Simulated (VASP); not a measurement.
A run of VASP 6.6.1 is set up as follows.

INCAR

```
SYSTEM = Al2Cu
PREC = Accurate ; ENCUT = 520
EDIFF = 1E-7 ; ISMEAR = 0
SIGMA = 0.1 ; LREAL = .False.
LASPH = .True. ; NELM = 80
ALGO = Fast ; ISIF = 2
LWAVE = .False. ; LCHARG = .False.
GGA = PS ; NBANDS = 16
```

The input KPOINTS:

```
Automatic mesh
0
Gamma
  16 16 8
  0 0 0
```

The input POSCAR:

```
Al2Cu
1.0
    2.8168875504      0.0000000000      0.0000000000
    0.0000000000      2.8168875504      0.0000000000
    0.0000000000      0.0000000000      5.7734109317
Al Cu
2 1
Direct
    0.5000000000      0.5000000000      0.2757250625
    0.5000000000      0.5000000000      0.7242749375
    0.0000000000      0.0000000000      0.0000000000
```

Potentials or basis: VASP PAW PBE potentials, release 64 (Al, Cu).

Run with:

```sh
$ cat potpaw_PBE.64/Al/POTCAR potpaw_PBE.64/Cu/POTCAR > POTCAR
$ mpirun -np 1 vasp_std > vasp.out
```

Task: What does it give for the pressure?

Result: 0.2 GPa.

Task: What does it give for the largest force?

Result: 0.011 eV/Å.

Stress tensor (GPa, compression positive):
```
0.22 0.00 0.00
0.00 0.22 0.00
0.00 0.00 0.31
```

Caveat: the PAW data sets were made with another functional, which shifts forces and pressure a little.
